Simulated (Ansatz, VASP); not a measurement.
**BN in VASP and in Ansatz**

File INCAR:

```
SYSTEM = BN
PREC = Accurate
ENCUT = 520
EDIFF = 1E-7
ISMEAR = 0
SIGMA = 0.05
LREAL = .FALSE.
LASPH = .TRUE.
NELM = 60
ALGO = Normal
ISIF = 2
LWAVE = .FALSE.
LCHARG = .FALSE.
GGA = PE
NBANDS = 11
```

Contents of KPOINTS:

```
regular mesh
0
G
  12 12 12
  0 0 0
```

POSCAR

```
BN
1.0
    0.0000000000      2.0784007954      1.7325781889
    1.7325781889      0.0000000000      1.7325781889
    1.7325781889      2.0784007954      0.0000000000
B N
1 1
Direct
    0.0000000000      0.0000000000      0.0000000000
    0.7500000000      0.7500000000      0.7500000000
```

Input for Ansatz:

```yaml
crystal:
  lattice:
    - [0.0, 2.0784007954, 1.7325781889]
    - [1.7325781889, 0.0, 1.7325781889]
    - [1.7325781889, 2.0784007954, 0.0]
  atoms:
    - { symbol: B, position: [0.0, 0.0, 0.0] }
    - { symbol: "N", position: [0.75, 0.75, 0.75] }
basis:
  ecutwfc: 520.0
kpoints:
  mp_grid: { grid: [12, 12, 12] }
hamiltonian:
  xc: pbe
scf:
  occupations: { method: gaussian, width: 0.05 }
output:
  forces: true
  stress: true
  eigenvalues: true
```

Alike in both runs: task single point; functional PBE; k mesh 12 × 12 × 12; occupations gaussian, width 0.05 eV; no spin polarisation.

|  | VASP | Ansatz |
| --- | --- | --- |
| version | VASP 6.6.1 | Ansatz 0.2.0 |
| potentials or method | VASP PAW PBE potentials, release 64 (B, N), cutoff 520 eV | scalar-relativistic, plane waves, PAW |
| valence electrons in the cell | 8 | 8 |

|  | VASP | Ansatz | Ansatz less VASP |
| --- | --- | --- | --- |
| gap on the k mesh at the Fermi level (eV) | 2.79 | 2.80 | +0.010 |
| least direct gap on the mesh (eV) | 6.69 | 6.70 | +0.008 |
| pressure (GPa) | -15.3 | -15.4 | -0.07 |
| traceless stress, the component that is largest in VASP (GPa) | -87.83 | -87.77 | +0.056 |

The functional is the same, so the differences come from potentials, cutoffs and numerics.
